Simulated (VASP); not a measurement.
# BN (P1) in VASP: notebook, part 2 of 3

VASP 6.6.1.

## (3) Single point, PBE+D3(BJ) (atom 5 (N) moved -0.200 Å along Cartesian [1 1 0])

INCAR

```
PREC     = Accurate       # precision mode
ENCUT    = 520            # plane-wave cutoff, eV
EDIFF    = 1E-6           # SCF threshold, eV
ISMEAR   = 0              # smearing method
SIGMA    = 0.05           # smearing width, eV
LREAL    = False          # projectors in reciprocal space
LASPH    = True           # aspherical terms in the spheres
NELM     = 60             # most SCF steps
ALGO     = Normal         # electronic algorithm
ISIF     = 2              # what is computed and relaxed
LWAVE    = False          # write WAVECAR
LCHARG   = True           # write CHGCAR
GGA      = PE             # functional
IVDW     = 12             # dispersion correction
LELF     = True           # ELF
LVHAR    = True         
NBANDS   = 26             # bands
```

KPOINTS

```
Automatic mesh
0
Gamma
  6 6 6
```

POSCAR

```
BN
1.0
    0.0000000000      0.0000000000      4.3376638211
    2.5076849351      3.3394821895      2.1688319106
   -2.5076849351      3.3394821895      2.1688319106
B N
4 4
Direct
    0.5001068737      0.7500000000      0.2500000000
    0.5001068737      0.2500000000      0.7500000000
    0.0001068737      0.5000000000      0.5000000000
    0.0001068737      1.0000000000      0.0000000000
    0.1877672607      0.7006282630      0.2570234482
    0.1665931163      0.2500000000      0.7500000000
    0.6665931163      0.5000000000      0.5000000000
    0.6665931163      0.0000000000      0.0000000000
```

Potentials or basis: VASP PAW PBE potentials, release 64 (B, N).

On the command line:

```bash
$ cat potpaw_PBE.64/B/POTCAR potpaw_PBE.64/N/POTCAR > POTCAR
$ mpirun -np 1 vasp_std > vasp.out
```

OUTCAR:

```text
PREC = Accurate
   ENCUT = 520
   EDIFF = 1E-6
   ISMEAR = 0
   LREAL = False
   LASPH = True
   NELM = 60
   ISIF = 2
   GGA = PE
   IVDW = 12
 IVDW          = 12

 ion  position               nearest neighbor table
   1  0.500  0.750  0.250-   7 1.45   8 1.45   5 1.46
   2  0.500  0.250  0.750-   6 1.45   8 1.45   7 1.45
   3  0.000  0.500  0.500-   5 1.33   7 1.45   6 1.45
   4  0.000  0.000  0.000-   8 1.45   6 1.45   5 1.58
   5  0.188  0.701  0.257-   3 1.33   1 1.46   4 1.58
   6  0.167  0.250  0.750-   2 1.45   3 1.45   4 1.45
   7  0.667  0.500  0.500-   3 1.45   1 1.45   2 1.45
   8  0.667  0.000  0.000-   4 1.45   2 1.45   1 1.45

  LATTYP: Found a body centered orthorhombic cell.
 ALAT       =     4.3376638211
 B/A-ratio  =     1.1562375687
 C/A-ratio  =     1.5397607225

  Lattice vectors:

 A1 = (  -2.5076849351,  -3.3394821895,  -2.1688319106)
 A2 = (   2.5076849351,  -3.3394821895,   2.1688319105)
 A3 = (  -2.5076849351,   3.3394821895,   2.1688319106)

Analysis of symmetry for initial positions (statically):
=====================================================================
 Subroutine PRICEL returns:
 Original cell was already a primitive cell.

 Routine SETGRP: Setting up the symmetry group for a
 body centered orthorhombic supercell.

 Subroutine GETGRP returns: Found  1 space group operations
 (whereof  1 operations were pure point group operations)
 out of a pool of  8 trial point group operations.

The static configuration has the point symmetry C_1 .

Analysis of symmetry for dynamics (positions and initial velocities):
=====================================================================
 Subroutine PRICEL returns:
 Original cell was already a primitive cell.

 Routine SETGRP: Setting up the symmetry group for a
 body centered orthorhombic supercell.

 Subroutine GETGRP returns: Found  1 space group operations
 (whereof  1 operations were pure point group operations)
 out of a pool of  8 trial point group operations.

The dynamic configuration has the point symmetry C_1 .

 Subroutine INISYM returns: Found  1 space group operations
 (whereof  1 operations are pure point group operations),
 and found     1 'primitive' translations

----------------------------------------------------------------------------------------

                                     Primitive cell

  volume of cell :      72.6504

  direct lattice vectors                    reciprocal lattice vectors
     0.000000000  0.000000000  4.337663821     0.000000000 -0.149723811  0.230538843
     2.507684935  3.339482189  2.168831911     0.199387089  0.149723811  0.000000000
    -2.507684935  3.339482189  2.168831911    -0.199387089  0.149723811  0.000000000

  length of vectors
     4.337663821  4.705789720  4.705789720     0.274891575  0.249344001  0.249344001

  position of ions in fractional coordinates (direct lattice)
     0.500106874  0.750000000  0.250000000
     0.500106874  0.250000000  0.750000000
     0.000106874  0.500000000  0.500000000
     0.000106874  0.000000000  0.000000000
[... 43 lines left out ...]
            Coordinates               Weight
  0.000000  0.000000  0.000000      1.000000
  0.166667  0.000000  0.000000      2.000000
  0.166667  0.166667  0.166667      2.000000
  0.333333  0.000000  0.000000      2.000000
  0.333333  0.333333  0.333333      2.000000
  0.500000  0.000000  0.000000      1.000000
[... 16 lines left out ...]
  0.333333  0.333333  0.500000      2.000000
 -0.166667  0.166667  0.000000      2.000000
 [... further k-points ...]
   k-points           NKPTS =    112   k-points in BZ     NKDIM =    112   number of bands    NBANDS=     26
   number of dos      NEDOS =    301   number of ions     NIONS =      8
   total plane-waves  NPLWV =  41472
   dimension x,y,z NGX =    32 NGY =   36 NGZ =   36
   dimension x,y,z NGXF=    64 NGYF=   72 NGZF=   72
   ions per type =               4   4
   NGX,Y,Z   is equivalent  to a cutoff of  12.26, 12.72, 12.72 a.u.
   NGXF,Y,Z  is equivalent  to a cutoff of  24.53, 25.44, 25.44 a.u.
 SYSTEM =  unknown system
   PREC   = accura    normal or accurate (medium, high low for compatibility)
   ISTART =      0    job   : 0-new  1-cont  2-samecut
   ICHARG =      2    charge: 1-file 2-atom 10-const
   ISPIN  =      1    spin polarized calculation?
   LNONCOLLINEAR =      F non collinear calculations
   LSORBIT =      F    spin-orbit coupling
   LASPH  =      T    aspherical Exc in radial PAW
   ENCUT  =  520.0 eV  38.22 Ry    6.18 a.u.   8.07  8.75  8.75*2*pi/ulx,y,z
   NELM   =     60;   NELMIN=  2; NELMDL= -5     # of ELM steps
   EDIFF  = 0.1E-05   stopping-criterion for ELM
   LREAL  =      F    real-space projection
   EDIFFG = 0.1E-04   stopping-criterion for IOM
   NSW    =      0    number of steps for IOM
   IBRION =     -1    ionic relax: 0-MD 1-quasi-New 2-CG
   NFREE  =      0    steps in history (QN), initial steepest desc. (CG)
   ISIF   =      2    stress and relaxation
   ISYM   =      2    0-nonsym 1-usesym 2-fastsym
   POTIM  = 0.5000    time-step for ionic-motion
   TEBEG  =    0.0;   TEEND  =   0.0 temperature during run
   PSTRESS=    0.0 pullay stress
   NELECT =      32.0000    total number of electrons
   NUPDOWN=      -1.0000    fix difference up-down
   EMIN   =  10.00;   EMAX   =-10.00  energy-range for DOS
   EFERMI =   0.00;   METHOD = LEGACY
   ISMEAR =     0;   SIGMA  =   0.05  broadening in eV -4-tet -1-fermi 0-gaus
   EFERMI_NEDOS =   21; number of points for ismear=-14 and -15
   IALGO  =     38    algorithm
   IMIX   =      4    mixing-type and parameters
     AMIX     =   0.40;   BMIX     =  1.00
     AMIX_MAG =   1.60;   BMIX_MAG =  1.00
  volume/ion in A,a.u.               =       9.08        61.28
  Fermi-wavevector in a.u.,A,eV,Ry     =   1.245601  2.353844 21.109725  1.551521
  Thomas-Fermi vector in A             =   2.379816
   LORBIT       =      0    0 simple, 1 ext, 2 COOP (PROOUT), +10 PAW based schemes
   GGA     = PE    functional components
   LHFCALC =     F    Hartree Fock is set to
   AEXX    =    0.0000 exact exchange contribution
   IVDW    =    12    specifies the selected vdW correction
   LEPSILON=     F    determine dielectric tensor
   LRPA    =     F    only Hartree local field effects (RPA)
 non-spin polarized calculation
 Gauss-broadening in eV      SIGMA  =   0.05
  energy-cutoff  :      520.00
  volume of cell :       72.65
 maximum number of plane-waves:      1981
   NGX = 17   NGY = 17   NGZ = 17

 number of electron      32.0000000 magnetization

 Free energy of the ion-electron system (eV)
  ---------------------------------------------------
  ext. energy  EPLUGINS =         0.00000000
  ---------------------------------------------------
  free energy    TOTEN  =       -69.69174692 eV

  energy without entropy =      -69.69174692  energy(sigma->0) =      -69.69174692

 E-fermi :   2.6075     XC(G=0): -10.0377

 val. band max:        2.3685636518   @ k =   0.0000  -0.3333   0.1667
 cond. band min:       5.9861709441   @ k =   0.0000   0.0000   0.0000
 fundamental gap:      3.6176072923
 Fermi energy:         2.6074833406

 k-point     1 :       0.0000    0.0000    0.0000
  band No.  band energies     occupation
      1     -15.5714      2.00000
      2     -12.6116      2.00000
      3     -12.3390      2.00000
      4     -12.1209      2.00000
      5      -6.5164      2.00000
      6      -5.4721      2.00000
[... 685 lines left out ...]
     25      14.5856      0.00000
     26      15.0978      0.00000

 [... further k-points ...]

------------------------ aborting loop because EDIFF is reached ----------------------------------------

 Edisp (eV)   -1.11998

 E8    (eV) :    -0.3280

  FORCE on cell =-STRESS in cart. coord.  units (eV):
  Direction    XX          YY          ZZ          XY          YZ          ZX
  --------------------------------------------------------------------------------------
  -------------------------------------------------------------------------------------
  Total       1.52042    -0.17966     0.77337    -1.06222    -0.23468     1.78857
  in kB      33.53023    -3.96214    17.05531   -23.42538    -5.17536    39.44378
  external pressure =       15.54 kB  Pullay stress =        0.00 kB

 VOLUME and BASIS-vectors are now :
 -----------------------------------------------------------------------------
  energy-cutoff  :      520.00
  volume of cell :       72.65
      direct lattice vectors                 reciprocal lattice vectors
     0.000000000  0.000000000  4.337663821     0.000000000 -0.149723811  0.230538843
     2.507684935  3.339482189  2.168831911     0.199387089  0.149723811  0.000000000
    -2.507684935  3.339482189  2.168831911    -0.199387089  0.149723811  0.000000000

 POSITION                                       TOTAL-FORCE (eV/Angst)
 -----------------------------------------------------------------------------------
      1.25384      3.33948      4.33813        -1.155893     -0.743758     -0.211234
     -1.25384      3.33948      4.33813         0.281791      0.085305     -0.010500
      0.00000      3.33948      2.16930        -3.287720     -0.209168     -1.660320
      0.00000      0.00000      0.00046        -1.657850     -0.713609      0.506551
      1.11242      3.19806      2.89146         7.590906      0.936561      1.421297
     -1.25384      3.33948      2.89146        -1.444315      0.239848      0.002765
      0.00000      3.33948      5.06029        -0.136726      0.253547      0.052235
      0.00000      0.00000      2.89146        -0.190193      0.151274     -0.100794
 -----------------------------------------------------------------------------------
    total drift:                                0.000193     -0.000315     -0.000091

  FREE ENERGIE OF THE ION-ELECTRON SYSTEM (eV)
  ---------------------------------------------------
  free  energy   TOTEN  =       -70.8117290435 eV

  energy  without entropy=      -70.8117290435  energy(sigma->0) =      -70.81172904
```

It took 4.6 min on 1 thread of Intel Xeon 8259CL, shared host; peak memory 0.3 GiB.

What came out:

```yaml
Free_energy: -70.8117 eV
Pressure: 1.6 GPa
Largest_force: 7.779 eV/Å
Band_gap_on_the_k_mesh: 3.62 eV
Dispersion_energy_per_atom: -0.140 eV
```

Forces on the atoms (eV/Å):
```
B   -1.156 -0.744 -0.211
B    0.282  0.085 -0.011
B   -3.288 -0.209 -1.660
B   -1.658 -0.714  0.507
N    7.591  0.937  1.421
N   -1.444  0.240  0.003
N   -0.137  0.254  0.052
N   -0.190  0.151 -0.101
```

Stress tensor (GPa, compression positive):
```
 3.35 -2.34  3.94
-2.34 -0.40 -0.52
 3.94 -0.52  1.71
```

Caveat: the cell differs from its parent crystal (atom 5 (N) moved -0.200 Å along Cartesian [1 1 0]); forces of over 1 eV/Å act on the atoms, so gaps and moduli don't describe the material at rest.

## (4) Single point, PBE+D3(BJ) (atom 5 (N) moved +0.133 Å along Cartesian [1 1 0])

INCAR

```
PREC     = Accurate       # precision mode
ENCUT    = 520            # plane-wave cutoff, eV
EDIFF    = 1E-7           # SCF threshold, eV
ISMEAR   = 0              # smearing method
SIGMA    = 0.05           # smearing width, eV
LREAL    = False          # projectors in reciprocal space
LASPH    = True           # aspherical terms in the spheres
NELM     = 80             # most SCF steps
ALGO     = Normal         # electronic algorithm
ISIF     = 2              # what is computed and relaxed
LWAVE    = False          # write WAVECAR
LCHARG   = False          # write CHGCAR
GGA      = PE             # functional
IVDW     = 12             # dispersion correction
NBANDS   = 26             # bands
```

KPOINTS

```
regular mesh
0
Gamma
  6 6 6
```

Changes to POSCAR since step 3:

```diff
@@ -12,3 +12,3 @@
     0.0001068737      1.0000000000      0.0000000000
-    0.1877672607      0.7006282630      0.2570234482
+    0.1524805491      0.7829062627      0.2453188718
     0.1665931163      0.2500000000      0.7500000000
```

On the command line:

```bash
$ cat potpaw_PBE.64/B/POTCAR potpaw_PBE.64/N/POTCAR > POTCAR
$ mpirun -np 1 vasp_std > vasp.out
```

Wall time 5.1 min (1 thread of Intel Xeon 8259CL, shared host); peak memory 0.3 GiB.

It converged, with:

```
Free energy                : -71.1493 eV
Pressure                   : 0.7 GPa
Largest force              : 5.146 eV/Å
Band gap on the k mesh     : 3.61 eV
Dispersion energy per atom : -0.140 eV
```

Forces on the atoms (eV/Å):
```
B    0.774  0.488 -0.097
B   -0.191 -0.057 -0.005
B    1.278  0.460  0.432
B    2.017  0.242 -0.948
N   -5.056 -0.710  0.639
N    0.959 -0.155  0.001
N    0.121 -0.112 -0.064
N    0.097 -0.157  0.041
```

Stress tensor (GPa, compression positive):
```
 1.62 -1.04 -2.60
-1.04 -0.29  0.18
-2.60  0.18  0.85
```

Levels at points of the mesh, in eV from the valence-band top:
```csv
k point,band 12,band 13,band 14,band 15,band 16,band 17,band 18,band 19,band 20,band 21
"(0.00, 0.00, 0.00)",-2.02,-1.80,-1.65,-1.58,-1.15,3.61,4.97,5.71,6.20,9.57
"(0.50, 0.00, 0.00)",-3.78,-3.10,-2.95,-1.13,-0.97,4.33,4.64,7.80,8.08,9.58
"(0.50, 0.50, 0.50)",-3.78,-3.10,-2.94,-1.15,-1.01,4.43,4.71,7.80,8.17,9.54
"(0.00, 0.50, 0.00)",-3.97,-3.22,-2.80,-0.41,-0.31,4.48,4.66,7.97,8.22,10.73
"(0.00, 0.00, 0.50)",-4.00,-3.22,-2.80,-0.37,-0.35,4.55,4.58,7.75,8.38,10.96
"(0.50, 0.50, 0.00)",-3.94,-3.61,-3.41,-2.03,-1.83,6.80,7.22,7.45,7.67,8.20
"(0.50, 0.00, 0.50)",-4.01,-3.64,-3.44,-1.98,-1.76,6.83,7.26,7.39,7.60,8.22
"(0.00, 0.50, 0.50)",-1.73,-1.19,-0.86,-0.66,-0.40,5.21,5.50,5.96,9.10,9.84
```

Caveat: the cell differs from its parent crystal (atom 5 (N) moved +0.133 Å along Cartesian [1 1 0]); forces of over 1 eV/Å act on the atoms, so gaps and moduli don't describe the material at rest.

(Continued in part 3 of 3.)
